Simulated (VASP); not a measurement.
# C (Fd-3m) in VASP: notebook

Runs on C. Level: PBE. Tasks: G0W0 quasiparticle levels.

Program: VASP 6.6.1. These are calculated values, not measurements. Logs are shortened: lines on timing, memory, paths and dates and some standing lists are left out, and cuts for length are marked.

**1. The cell of the first run**

Symmetry: Fd-3m, No. 227, cubic system. Conventional cell: a = 3.560 Å, b = 3.560 Å, c = 3.560 Å, α = 90.00°, β = 90.00°, γ = 90.00°. C (site symmetry -43m) has 4 C at 1.54 Å within 2.1 Å.

**2. G0W0 quasiparticle levels, PBE**

POSCAR reads:

```
C
1.0
    0.0000000000      1.7801241434      1.7801241434
    1.7801241434      0.0000000000      1.7801241434
    1.7801241434      1.7801241434      0.0000000000
C
2
Direct
    0.0000000000      0.0000000000      0.0000000000
    0.2500000000      0.2500000000      0.2500000000
```

INCAR.step1 reads:

```
PREC     = Accurate       # precision mode
ENCUT    = 500            # plane-wave cutoff, eV
EDIFF    = 1E-8           # SCF threshold, eV
ISMEAR   = 0              # smearing method
SIGMA    = 0.01           # smearing width, eV
LREAL    = False          # projectors in reciprocal space
LASPH    = True           # aspherical terms in the spheres
NELM     = 60             # most SCF steps
ALGO     = Normal         # electronic algorithm
LWAVE    = True           # write WAVECAR
LCHARG   = False          # write CHGCAR
GGA      = PE             # functional
```

INCAR.step2 reads:

```
PREC     = Accurate       # precision mode
ENCUT    = 500            # plane-wave cutoff, eV
EDIFF    = 1E-8           # SCF threshold, eV
ISMEAR   = 0              # smearing method
SIGMA    = 0.01           # smearing width, eV
LREAL    = False          # projectors in reciprocal space
LASPH    = True           # aspherical terms in the spheres
NELM     = 1              # most SCF steps
ALGO     = Exact          # electronic algorithm
LWAVE    = True           # write WAVECAR
LCHARG   = False          # write CHGCAR
GGA      = PE             # functional
NBANDS   = 34             # bands
LOPTICS  = True           # frequency-dependent dielectric function
ISTART   = 1
```

INCAR.step3 reads:

```
PREC     = Accurate       # precision mode
ENCUT    = 500            # plane-wave cutoff, eV
EDIFF    = 1E-8           # SCF threshold, eV
ISMEAR   = 0              # smearing method
SIGMA    = 0.01           # smearing width, eV
LREAL    = False          # projectors in reciprocal space
LASPH    = True           # aspherical terms in the spheres
ALGO     = EVGW0          # electronic algorithm
LWAVE    = False          # write WAVECAR
LCHARG   = False          # write CHGCAR
GGA      = PE             # functional
NELMGW   = 1            
NBANDS   = 34             # bands
ENCUTGW  = 80.0           # cutoff of the response function
NOMEGA   = 48             # frequency points
PRECFOCK = Fast         
ISTART   = 1            
NBANDSGW = 12
```

KPOINTS reads:

```
Automatic mesh
0
Gamma
  10 10 10
```

Potentials or basis: VASP PAW PBE potentials, release 64 (C_GW).

Started as:

```sh
cat potpaw_PBE.64/C_GW/POTCAR > POTCAR
cp INCAR.step1 INCAR
mpirun -np 1 vasp_std > vasp.out
cp INCAR.step2 INCAR
mpirun -np 1 vasp_std > vasp.out
cp INCAR.step3 INCAR
mpirun -np 1 vasp_std > vasp.out
```

OUTCAR:

```text
PREC = Accurate
   ENCUT = 500
   EDIFF = 1E-8
   ISMEAR = 0
   LREAL = False
   LASPH = True
   GGA = PE
   NELMGW = 1
   ENCUTGW = 80.0
   PRECFOCK = Fast
   ISTART = 1

 ion  position               nearest neighbor table
   1  0.000  0.000  0.000-   2 1.54   2 1.54   2 1.54   2 1.54
   2  0.250  0.250  0.250-   1 1.54   1 1.54   1 1.54   1 1.54

  LATTYP: Found a face centered cubic cell.
 ALAT       =     3.5602482868

  Lattice vectors:

 A1 = (   0.0000000000,   1.7801241434,   1.7801241434)
 A2 = (   1.7801241434,   0.0000000000,   1.7801241434)
 A3 = (   1.7801241434,   1.7801241434,   0.0000000000)

Analysis of symmetry for initial positions (statically):
=====================================================================
 Subroutine PRICEL returns:
 Original cell was already a primitive cell.

 Routine SETGRP: Setting up the symmetry group for a
 face centered cubic supercell.

 Subroutine GETGRP returns: Found 48 space group operations
 (whereof 24 operations were pure point group operations)
 out of a pool of 48 trial point group operations.

The static configuration has the point symmetry T_d .
 The point group associated with its full space group is O_h .

Analysis of symmetry for dynamics (positions and initial velocities):
=====================================================================
 Subroutine PRICEL returns:
 Original cell was already a primitive cell.

 Routine SETGRP: Setting up the symmetry group for a
 face centered cubic supercell.

 Subroutine GETGRP returns: Found 48 space group operations
 (whereof 24 operations were pure point group operations)
 out of a pool of 48 trial point group operations.

The dynamic configuration has the point symmetry T_d .
 The point group associated with its full space group is O_h .

 Subroutine INISYM returns: Found 48 space group operations
 (whereof 24 operations are pure point group operations),
 and found     1 'primitive' translations

----------------------------------------------------------------------------------------

                                     Primitive cell

  volume of cell :      11.2819

  direct lattice vectors                    reciprocal lattice vectors
     0.000000000  1.780124143  1.780124143    -0.280879287  0.280879287  0.280879287
     1.780124143  0.000000000  1.780124143     0.280879287 -0.280879287  0.280879287
     1.780124143  1.780124143  0.000000000     0.280879287  0.280879287 -0.280879287

  length of vectors
     2.517475706  2.517475706  2.517475706     0.486497196  0.486497196  0.486497196

  position of ions in fractional coordinates (direct lattice)
     0.000000000  0.000000000  0.000000000
     0.250000000  0.250000000  0.250000000

  ion indices of the primitive-cell ions
   primitive index   ion index
                 1           1
                 2           2

----------------------------------------------------------------------------------------

 KPOINTS: Automatic mesh

Automatic generation of k-mesh.
 Grid dimensions read from file:
 generate k-points for:   10   10   10

 Generating k-lattice:

  Cartesian coordinates                     Fractional coordinates (reciprocal lattice)
    -0.028087929  0.028087929  0.028087929     0.100000000  0.000000000  0.000000000
     0.028087929 -0.028087929  0.028087929     0.000000000  0.100000000  0.000000000
     0.028087929  0.028087929 -0.028087929     0.000000000  0.000000000  0.100000000

  Length of vectors
     0.048649720  0.048649720  0.048649720

  Shift w.r.t. Gamma in fractional coordinates (k-lattice)
     0.000000000  0.000000000  0.000000000

 Subroutine IBZKPT returns following result:
 ===========================================

 Found     47 irreducible k-points:

 Following reciprocal coordinates:
            Coordinates               Weight
  0.000000  0.000000  0.000000      1.000000
  0.100000  0.000000  0.000000      8.000000
  0.200000  0.000000  0.000000      8.000000
  0.300000  0.000000  0.000000      8.000000
  0.400000  0.000000  0.000000      8.000000
  0.500000  0.000000  0.000000      4.000000
[... 16 lines left out ...]
  0.300000  0.300000  0.000000      6.000000
  0.400000  0.300000  0.000000     24.000000
 [... further k-points ...]
   k-points           NKPTS =     47   k-points in BZ     NKDIM =   1000   number of bands    NBANDS=     34
   number of dos      NEDOS =    301   number of ions     NIONS =      2
   total plane-waves  NPLWV =   5832
   dimension x,y,z NGX =    18 NGY =   18 NGZ =   18
   dimension x,y,z NGXF=    36 NGYF=   36 NGZF=   36
   ions per type =               2
   NGX,Y,Z   is equivalent  to a cutoff of  11.89, 11.89, 11.89 a.u.
   NGXF,Y,Z  is equivalent  to a cutoff of  23.77, 23.77, 23.77 a.u.
 SYSTEM =  unknown system
   PREC   = accura    normal or accurate (medium, high low for compatibility)
   ISTART =      1    job   : 0-new  1-cont  2-samecut
   ICHARG =      0    charge: 1-file 2-atom 10-const
   ISPIN  =      1    spin polarized calculation?
   LNONCOLLINEAR =      F non collinear calculations
   LSORBIT =      F    spin-orbit coupling
   LASPH  =      T    aspherical Exc in radial PAW
   ENCUT  =  500.0 eV  36.75 Ry    6.06 a.u.   4.59  4.59  4.59*2*pi/ulx,y,z
   NELM   =     60;   NELMIN=  2; NELMDL=  0     # of ELM steps
   EDIFF  = 0.1E-07   stopping-criterion for ELM
   LREAL  =      F    real-space projection
   EDIFFG = 0.1E-06   stopping-criterion for IOM
   NSW    =      0    number of steps for IOM
   IBRION =     -1    ionic relax: 0-MD 1-quasi-New 2-CG
   NFREE  =      0    steps in history (QN), initial steepest desc. (CG)
   ISIF   =      0    stress and relaxation
   ISYM   =      3    0-nonsym 1-usesym 2-fastsym
   POTIM  = 0.5000    time-step for ionic-motion
   TEBEG  =    0.0;   TEEND  =   0.0 temperature during run
   PSTRESS=    0.0 pullay stress
   NELECT =       8.0000    total number of electrons
   NUPDOWN=      -1.0000    fix difference up-down
   EMIN   =  10.00;   EMAX   =-10.00  energy-range for DOS
   EFERMI =   0.00;   METHOD = LEGACY
   ISMEAR =     0;   SIGMA  =   0.01  broadening in eV -4-tet -1-fermi 0-gaus
   EFERMI_NEDOS =   21; number of points for ismear=-14 and -15
   IALGO  =     38    algorithm
   IMIX   =      4    mixing-type and parameters
     AMIX     =   0.40;   BMIX     =  1.00
     AMIX_MAG =   1.60;   BMIX_MAG =  1.00
  volume/ion in A,a.u.               =       5.64        38.07
  Fermi-wavevector in a.u.,A,eV,Ry     =   1.459860  2.758735 28.996616  2.131191
  Thomas-Fermi vector in A             =   2.576377
   LORBIT       =      0    0 simple, 1 ext, 2 COOP (PROOUT), +10 PAW based schemes
   GGA     = PE    functional components
   LHFCALC =     T    Hartree Fock is set to
   PRECFOCK=fast      Normal, Fast or Accurate (Low or Medium for compatibility)
   ENCUT4O =  -1.0   cutoff for four orbital integrals eV
   NKREDX  =     1    reduce k-point grid by
   NKREDY  =     1    reduce k-point grid by
   NKREDZ  =     1    reduce k-point grid by
   AEXX    =    1.0000 exact exchange contribution
   HFSCREEN=    0.0000 screening length (either q_TF or 0.3 A-1)
   HFSCREENC=   0.0000 screening length for correlation (either q_TF or 0.3 A-1)
   ENCUTFOCK=  -1.0 apply spherical cutoff to Coloumb kernel
   IVDW    =     0    specifies the selected vdW correction
   LEPSILON=     F    determine dielectric tensor
   LRPA    =     F    only Hartree local field effects (RPA)
   LRPAFORCE           =     F    calculate RPA forces
   ENCUTGW             =  80.0    cutoff for response function in eV
   ENCUTGWSOFT         =  64.0    soft cutoff for Coulomb kernel in GW response function in eV
   ENCUTLF             =  -1.0    cutoff for local field effects
   NELMGW              =     1    number of iterations in solving QP/BSE equation
   NELMHF              =     1    number of iterations in the inner HF iteration
   NKREDLFX            =     1    NKREDLFY  =   1   NKREDLFZ  =   1
 non-spin polarized calculation
 Gauss-broadening in eV      SIGMA  =   0.01
  energy-cutoff  :      500.00
  volume of cell :       11.28
 maximum number of plane-waves:       302
  NGX = 12; NGY = 12; NGZ = 12
   NGX =  9   NGY =  9   NGZ =  9
 maximum number of plane-waves:        22
 NGX is ok and might be reduce to    10

 QP shifts <psi_nk| G(iteration)W_0 |psi_nk>: iteration 1
 for sc-GW calculations column KS-energies equals QP-energies in previous step
 and V_xc(KS)=  KS-energies - (<T + V_ion + V_H > + <T+V_H+V_ion>^1  + <V_x>^1)

 k-point   1 :       0.0000    0.0000    0.0000
  band No.  KS-energies  QP-energies   sigma(KS)   V_xc(KS)     V^pw_x(r,r')   Z            occupation Imag(sigma)

      1     -11.7067     -12.9853     -16.4855     -14.7926     -25.4577       0.7553       2.0000       1.4808
      2       9.8404       9.8032     -16.8584     -16.8138     -19.0968       0.8323       2.0000       0.0748
      3       9.8404       9.8032     -16.8584     -16.8138     -19.0968       0.8323       2.0000       0.0748
      4       9.8404       9.8032     -16.8584     -16.8138     -19.0968       0.8323       2.0000       0.0748
      5      15.4480      16.8999     -13.7856     -15.5368      -9.4242       0.8291       0.0000      -0.1001
      6      15.4480      16.8999     -13.7856     -15.5368      -9.4242       0.8291       0.0000      -0.1001
      7      15.4480      16.8999     -13.7856     -15.5368      -9.4242       0.8291       0.0000      -0.1001
      8      23.2876      24.7607     -14.5040     -16.3846      -7.7955       0.7833       0.0000      -0.2361
      9      29.2066      29.7639     -11.2107     -11.8957      -4.3511       0.8135       0.0000      -0.4166
     10      36.4405      37.8095     -12.2581     -13.9085      -5.9291       0.8295       0.0000      -0.5776
     11      36.4405      37.8095     -12.2581     -13.9085      -5.9291       0.8295       0.0000      -0.5776
     12      37.4448      38.2219     -10.6011     -11.5398      -3.2774       0.8279       0.0000      -1.0163

 k-point   2 :       0.1000    0.0000    0.0000
  band No.  KS-energies  QP-energies   sigma(KS)   V_xc(KS)     V^pw_x(r,r')   Z            occupation Imag(sigma)
[... 353 lines left out ...]
      1      -7.1024      -8.1644     -16.5699     -15.1592     -24.3111       0.7528       2.0000       0.8685
      2       1.7628       0.9853     -17.0979     -16.1075     -22.0176       0.7851       2.0000       0.2127
      3       3.8261       3.2223     -16.3964     -15.6456     -20.2066       0.8042       2.0000       0.1459
      4       4.4535       3.9221     -16.5419     -15.8836     -20.2297       0.8073       2.0000       0.1348
      5      14.6480      15.6565     -13.0649     -14.2704      -8.5776       0.8365       0.0000      -0.1019
      6      17.8823      18.8346     -12.2728     -13.4162      -7.0882       0.8329       0.0000      -0.1279
      7      23.9898      25.9832     -14.0006     -16.5399      -7.2873       0.7850       0.0000      -0.2596
      8      24.0493      26.0070     -14.0590     -16.5537      -7.3379       0.7847       0.0000      -0.2612
      9      31.6826      33.3417     -13.5167     -15.6313      -5.7343       0.7846       0.0000      -0.6549
     10      32.8318      34.2525     -12.4314     -14.2344      -4.6135       0.7880       0.0000      -0.6556
     11      40.6948      42.0267     -11.9716     -13.5945      -4.6156       0.8207       0.0000      -1.0814
     12      43.4411      44.4403     -11.0584     -12.2803      -3.2503       0.8178       0.0000      -1.2673

 [... further k-points ...]
```

Wall time 8.2 min (1 thread of AMD EPYC 9R45 (Zen 5), shared host); peak memory 0.58 GiB.

Results:

* Quasiparticle gap: 5.11 eV
* Least direct quasiparticle gap: 7.10 eV
* Band gap of the starting levels on the mesh: 4.18 eV
* Least direct gap of the starting levels on the mesh: 5.61 eV

Caveat: bands, screening cutoff and mesh are small and nothing is extrapolated, so the quasiparticle values aren't converged.

(Part 1 of 2 ends here.)
